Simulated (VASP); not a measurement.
# Bi: single point with PBEsol

Bi:

```
Bi
1.0
    -2.15252    2.15252    1.67897
     2.15252   -2.15252    1.67897
     2.15252    2.15252   -1.67897
Bi
1
Direct
  0.00000 0.00000 0.00000
```

This cell differs from its parent crystal: ratio of the length along z to the lengths across it x 0.78, volume and fractional coordinates fixed.

* Program: VASP 6.6.1
* Task: single point
* Functional: PBEsol
* Potentials or basis: VASP PAW PBE potentials, release 64 (Bi_d)
* Cutoff: 520 eV
* k mesh: 18 × 18 × 18
* Occupations: gaussian, width 0.15 eV
* Spin: no spin polarisation

```json
{
 "Pressure": "-0.7 GPa",
 "Band gap on the k mesh": "zero (an odd number of electrons rules out a gap without spin polarisation)"
}
```

Stress tensor (GPa, compression positive):
```
-1.36  0.00  0.00
 0.00 -1.36  0.00
 0.00  0.00  0.51
```

Levels at points of the mesh, in eV from the Fermi level:
```tsv
k point	band 4	band 5	band 6	band 7	band 8	band 9	band 10	band 11
(0.00, 0.00, 0.00)	-22.95	-22.85	-13.66	3.91	3.91	6.60	7.83	8.87
(0.50, 0.00, 0.00)	-22.81	-22.81	-10.00	-4.99	1.07	2.12	5.21	6.55
(0.50, 0.50, 0.00)	-22.89	-22.81	-11.31	-5.43	3.95	5.25	8.60	9.63
(0.50, 0.50, 0.50)	-22.82	-22.79	-9.15	-3.02	-3.02	1.46	2.57	5.83
```

Run time: 4.8 min on 1 thread of Intel Xeon 8259CL, on a shared host, peak memory 0.3 GiB.

Caveat: the PAW data sets were made with another functional, which shifts forces and pressure a little; spin-orbit coupling is left out, which moves the levels of the heavy elements.
